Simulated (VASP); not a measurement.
# AlN (P6_3mc) in VASP: relaxation of cell and atoms with r2SCAN

Aim: the relaxation of cell and atoms of AlN with r2SCAN.

All numbers are computed with VASP 6.6.1; they aren't measurements. Logs are shortened: lines on timing, memory, paths and dates and some standing lists are left out, and cuts for length are marked.

### Step 1. The cell of the first run

It takes space group P6_3mc (No. 186, hexagonal). The conventional cell has a = 3.130 Å, b = 3.130 Å, c = 5.018 Å, α = 90.00°, β = 90.00°, γ = 120.00°. Within 2.5 Å of Al (site symmetry 3m) lie 4 N at 1.90 to 1.91 Å. N (site symmetry 3m) has 4 Al at 1.90 to 1.91 Å within 2.5 Å.

### Step 2. Relaxation of cell and atoms, r2SCAN

File POSCAR:

```
AlN
1.0
    3.1301934354      0.0000000000      0.0000000000
   -1.5650967177      2.7108270338      0.0000000000
    0.0000000000      0.0000000000      5.0179194802
Al N
2 2
Direct
    0.3333333333      0.6666666667     -0.0032711563
    0.6666666667      0.3333333333      0.4967288437
    0.3333333333      0.6666666667      0.3782711563
    0.6666666667      0.3333333333      0.8782711563
```

File INCAR.step1:

```
PREC = Accurate
ENCUT = 600
ISMEAR = -1
SIGMA = 0.02
LREAL = False
LASPH = True
NELM = 80
GGA = PE
ALGO = Normal
EDIFF = 1E-4
LWAVE = True
LCHARG = False
```

File INCAR.step2:

```
PREC = Accurate
ENCUT = 600
EDIFF = 1E-7
ISMEAR = -1
SIGMA = 0.02
LREAL = False
LASPH = True
NELM = 80
ALGO = Normal
ISIF = 3
LWAVE = False
LCHARG = False
METAGGA = R2SCAN
LMIXTAU = True
IBRION = 2
NSW = 80
EDIFFG = -0.005
ISTART = 1
```

File KPOINTS:

```
regular mesh
0
Gamma
  12 12 6
```

Potentials or basis: VASP PAW PBE potentials, release 64 (Al, N).

On the command line:

```console
cat potpaw_PBE.64/Al/POTCAR potpaw_PBE.64/N/POTCAR > POTCAR
cp INCAR.step1 INCAR
mpirun -np 1 vasp_std > vasp.out
cp INCAR.step2 INCAR
mpirun -np 1 vasp_std > vasp.out
```

OUTCAR:

```text
PREC = Accurate
   ENCUT = 600
   EDIFF = 1E-7
   ISMEAR = -1
   LREAL = False
   LASPH = True
   NELM = 80
   ISIF = 3
   METAGGA = R2SCAN
   IBRION = 2
   NSW = 80
   EDIFFG = -0.005
   ISTART = 1

 ion  position               nearest neighbor table
   1  0.333  0.667  0.997-   4 1.90   4 1.90   4 1.90   3 1.91   2 3.09   2 3.09   2 3.09   2 3.09
                             2 3.09   2 3.09
   2  0.667  0.333  0.497-   3 1.90   3 1.90   3 1.90   4 1.91   1 3.09   1 3.09   1 3.09   1 3.09
                             1 3.09   1 3.09
   3  0.333  0.667  0.378-   2 1.90   2 1.90   2 1.90   1 1.91
   4  0.667  0.333  0.878-   1 1.90   1 1.90   1 1.90   2 1.91

  LATTYP: Found a hexagonal cell.
 ALAT       =     3.1301934354
 C/A-ratio  =     1.6030700926

  Lattice vectors:

 A1 = (   3.1301934354,   0.0000000000,   0.0000000000)
 A2 = (  -1.5650967177,   2.7108270338,   0.0000000000)
 A3 = (   0.0000000000,   0.0000000000,   5.0179194802)

Analysis of symmetry for initial positions (statically):
=====================================================================
 Subroutine PRICEL returns:
 Original cell was already a primitive cell.

 Routine SETGRP: Setting up the symmetry group for a
 hexagonal supercell.

 Subroutine GETGRP returns: Found 12 space group operations
 (whereof  6 operations were pure point group operations)
 out of a pool of 24 trial point group operations.

The static configuration has the point symmetry C_3v.
 The point group associated with its full space group is C_6v.

Analysis of symmetry for dynamics (positions and initial velocities):
=====================================================================
 Subroutine PRICEL returns:
 Original cell was already a primitive cell.

 Routine SETGRP: Setting up the symmetry group for a
 hexagonal supercell.

 Subroutine GETGRP returns: Found 12 space group operations
 (whereof  6 operations were pure point group operations)
 out of a pool of 24 trial point group operations.

The dynamic configuration has the point symmetry C_3v.
 The point group associated with its full space group is C_6v.

 Subroutine INISYM returns: Found 12 space group operations
 (whereof  6 operations are pure point group operations),
 and found     1 'primitive' translations

----------------------------------------------------------------------------------------

                                     Primitive cell

  volume of cell :      42.5791

  direct lattice vectors                    reciprocal lattice vectors
     3.130193435  0.000000000  0.000000000     0.319469075  0.184445556  0.000000000
    -1.565096718  2.710827034  0.000000000     0.000000000  0.368891112  0.000000000
     0.000000000  0.000000000  5.017919480     0.000000000  0.000000000  0.199285780

  length of vectors
     3.130193435  3.130193435  5.017919480     0.368891112  0.368891112  0.199285780

  position of ions in fractional coordinates (direct lattice)
     0.333333333  0.666666667  0.996728844
     0.666666667  0.333333333  0.496728844
     0.333333333  0.666666667  0.378271156
     0.666666667  0.333333333  0.878271156

  ion indices of the primitive-cell ions
   primitive index   ion index
                 1           1
                 2           2
                 3           3
                 4           4

----------------------------------------------------------------------------------------

 KPOINTS: regular mesh

Automatic generation of k-mesh.
 Grid dimensions read from file:
 generate k-points for:   12   12    6

 Generating k-lattice:

  Cartesian coordinates                     Fractional coordinates (reciprocal lattice)
     0.026622423  0.015370463  0.000000000     0.083333333  0.000000000  0.000000000
     0.000000000  0.030740926  0.000000000     0.000000000  0.083333333  0.000000000
     0.000000000  0.000000000  0.033214297     0.000000000  0.000000000  0.166666667

  Length of vectors
     0.030740926  0.030740926  0.033214297

  Shift w.r.t. Gamma in fractional coordinates (k-lattice)
     0.000000000  0.000000000  0.000000000

 Subroutine IBZKPT returns following result:
 ===========================================

 Found     76 irreducible k-points:

 Following reciprocal coordinates:
            Coordinates               Weight
  0.000000  0.000000  0.000000      1.000000
  0.083333 -0.000000  0.000000      6.000000
  0.166667 -0.000000  0.000000      6.000000
  0.250000  0.000000  0.000000      6.000000
  0.333333 -0.000000  0.000000      6.000000
  0.416667 -0.000000  0.000000      6.000000
[... 16 lines left out ...]
  0.250000  0.000000  0.166667     12.000000
  0.333333 -0.000000  0.166667     12.000000
 [... further k-points ...]
   k-points           NKPTS =     76   k-points in BZ     NKDIM =     76   number of bands    NBANDS=     12
   number of dos      NEDOS =    301   number of ions     NIONS =      4
   total plane-waves  NPLWV =  31360
   dimension x,y,z NGX =    28 NGY =   28 NGZ =   40
   dimension x,y,z NGXF=    56 NGYF=   56 NGZF=   80
   ions per type =               2   2
   NGX,Y,Z   is equivalent  to a cutoff of  14.87, 14.87, 13.25 a.u.
   NGXF,Y,Z  is equivalent  to a cutoff of  29.74, 29.74, 26.50 a.u.
 SYSTEM =  unknown system
   PREC   = accura    normal or accurate (medium, high low for compatibility)
   ISTART =      1    job   : 0-new  1-cont  2-samecut
   ICHARG =      0    charge: 1-file 2-atom 10-const
   ISPIN  =      1    spin polarized calculation?
   LNONCOLLINEAR =      F non collinear calculations
   LSORBIT =      F    spin-orbit coupling
   LASPH  =      T    aspherical Exc in radial PAW
   ENCUT  =  600.0 eV  44.10 Ry    6.64 a.u.   6.25  6.25 10.02*2*pi/ulx,y,z
   NELM   =     80;   NELMIN=  2; NELMDL=  0     # of ELM steps
   EDIFF  = 0.1E-06   stopping-criterion for ELM
   LREAL  =      F    real-space projection
   EDIFFG = -.5E-02   stopping-criterion for IOM
   NSW    =     80    number of steps for IOM
   IBRION =      2    ionic relax: 0-MD 1-quasi-New 2-CG
   NFREE  =      1    steps in history (QN), initial steepest desc. (CG)
   ISIF   =      3    stress and relaxation
   ISYM   =      2    0-nonsym 1-usesym 2-fastsym
   POTIM  = 0.5000    time-step for ionic-motion
   TEBEG  =    0.0;   TEEND  =   0.0 temperature during run
   PSTRESS=    0.0 pullay stress
   NELECT =      16.0000    total number of electrons
   NUPDOWN=      -1.0000    fix difference up-down
   EMIN   =  10.00;   EMAX   =-10.00  energy-range for DOS
   EFERMI =   0.00;   METHOD = LEGACY
   ISMEAR =    -1;   SIGMA  =   0.02  broadening in eV -4-tet -1-fermi 0-gaus
   EFERMI_NEDOS =   21; number of points for ismear=-14 and -15
   IALGO  =     38    algorithm
   IMIX   =      4    mixing-type and parameters
     AMIX     =   0.40;   BMIX     =  1.00
     AMIX_MAG =   1.60;   BMIX_MAG =  1.00
  volume/ion in A,a.u.               =      10.64        71.83
  Fermi-wavevector in a.u.,A,eV,Ry     =   1.181361  2.232448 18.988476  1.395614
  Thomas-Fermi vector in A             =   2.317636
   LORBIT       =      0    0 simple, 1 ext, 2 COOP (PROOUT), +10 PAW based schemes
   METAGGA = R2SCAN    functional components
   LHFCALC =     F    Hartree Fock is set to
   AEXX    =    0.0000 exact exchange contribution
   IVDW    =     0    specifies the selected vdW correction
   LEPSILON=     F    determine dielectric tensor
   LRPA    =     F    only Hartree local field effects (RPA)
 conjugate gradient relaxation of ions
 non-spin polarized calculation
  energy-cutoff  :      600.00
  volume of cell :       42.58
 maximum number of plane-waves:      1448
 NGX is ok and might be reduce to    28
   NGX = 13   NGY = 13   NGZ = 21

--------------------------------------- Ionic step        1  -------------------------------------------

 number of electron      16.0000001 magnetization

 Free energy of the ion-electron system (eV)
  ---------------------------------------------------
  ext. energy  EPLUGINS =         0.00000000
  ---------------------------------------------------
  free energy    TOTEN  =       -38.44048542 eV

  energy without entropy =      -38.44048542  energy(sigma->0) =      -38.44048542

------------------------ aborting loop because EDIFF is reached ----------------------------------------

  FORCE on cell =-STRESS in cart. coord.  units (eV):
  Direction    XX          YY          ZZ          XY          YZ          ZX
  --------------------------------------------------------------------------------------
  -------------------------------------------------------------------------------------
  Total       -1.3386528     -1.3386528     -1.2752339      0.0000000      0.0000000     -0.0000000
  in kB      -50.3711493    -50.3711493    -47.9848091      0.0000000      0.0000000     -0.0000000
  external PRESSURE =     -49.5757025 kB  Pullay stress =       0.0000000 kB
[... 213 lines left out ...]
  energy  without entropy=      -38.4565608861  energy(sigma->0) =      -38.45656089

--------------------------------------- Ionic step        7  -------------------------------------------

 number of electron      16.0000001 magnetization

 Free energy of the ion-electron system (eV)
  ---------------------------------------------------
  ext. energy  EPLUGINS =         0.00000000
  ---------------------------------------------------
  free energy    TOTEN  =       -38.45656783 eV

  energy without entropy =      -38.45656783  energy(sigma->0) =      -38.45656783

 E-fermi :   6.3320     XC(G=0): -11.4230

 val. band max:        5.9325748834   @ k =   0.0000   0.0000   0.0000
 cond. band min:      10.8648795229   @ k =   0.0000   0.0000   0.0000
 fundamental gap:      4.9323046395
 Fermi energy:         6.3319961124

 k-point     1 :       0.0000    0.0000    0.0000
  band No.  band energies     occupation
      1     -10.0581      2.00000
      2      -7.9316      2.00000
      3      -0.1438      2.00000
      4       5.0458      2.00000
      5       5.0458      2.00000
      6       5.7069      2.00000
      7       5.7069      2.00000
      8       5.9326      2.00000
      9      10.8649      0.00000
     10      13.4841      0.00000
     11      17.5588      0.00000
     12      17.9860      0.00000
[... 331 lines left out ...]
 k-point    24 :       0.3333   -0.0000    0.1667
  band No.  band energies     occupation
      1      -8.7335      2.00000
      2      -7.5246      2.00000
      3       0.9616      2.00000
      4       1.9415      2.00000
      5       2.5517      2.00000
      6       4.1181      2.00000
      7       5.1291      2.00000
      8       5.2586      2.00000
      9      12.5116      0.00000
     10      13.3417      0.00000
     11      15.3059      0.00000
     12      17.0790      0.00000

 [... further k-points ...]

------------------------ aborting loop because EDIFF is reached ----------------------------------------

  FORCE on cell =-STRESS in cart. coord.  units (eV):
  Direction    XX          YY          ZZ          XY          YZ          ZX
  --------------------------------------------------------------------------------------
  -------------------------------------------------------------------------------------
  Total       -0.0055664     -0.0055664     -0.0073254      0.0000000     -0.0000000      0.0000000
  in kB       -0.2146212     -0.2146212     -0.2824429      0.0000000     -0.0000000      0.0000000
  external PRESSURE =      -0.2372284 kB  Pullay stress =       0.0000000 kB
[... 19 lines left out ...]
  FREE ENERGIE OF THE ION-ELECTRON SYSTEM (eV)
  ---------------------------------------------------
  free  energy   TOTEN  =       -38.4565678297 eV

  energy  without entropy=      -38.4565678297  energy(sigma->0) =      -38.45656783

 reached required accuracy - stopping structural energy minimisation
```

Run time: 8.8 min. Hardware: 1 thread of Intel Xeon Platinum 8559C (Emerald Rapids), shared host; peak memory 0.21 GiB.

Results:

```yaml
Free_energy: -38.4566 eV
Relaxed_volume: 10.39 Å³/atom
Relaxed_cell: a = 3.105 Å, b = 3.105 Å, c = 4.976 Å, α = 90.00°, β = 90.00°, γ = 120.00°
Space_group_after_relaxing_to_0.1_Å: P6_3mc (No. 186)
Energy_gained_by_relaxing: 4.0 meV/atom
Ionic_steps: 7
Pressure_after_relaxing: 0.0 GPa
Band_gap_on_the_k_mesh: 4.93 eV
```

Step by step:
```
step  energy change (eV)  largest force (eV/Å)  pressure (GPa)  volume (Å³)
   1              0.0000                0.0085           -4.96        42.58
   2             -0.0001                0.0132            5.26        40.58
   3             -0.0161                0.0024           -0.08        41.57
   4             -0.0161                0.0026            0.03        41.55
   5             -0.0161                0.0070            0.03        41.54
   6             -0.0161                0.0074            0.03        41.54
   7             -0.0161                0.0007           -0.02        41.55
```

Final structure:
```
CELL_PARAMETERS angstrom
3.10530 0.00000 0.00000
-1.55265 2.68927 0.00000
0.00000 0.00000 4.97593
ATOMIC_POSITIONS crystal
Al 0.33333 0.66667 0.99667
Al 0.66667 0.33333 0.49667
N 0.33333 0.66667 0.37833
N 0.66667 0.33333 0.87833
```

Caveat: the PAW data sets were made with another functional, which shifts forces and pressure a little. A k mesh can miss the band edges.
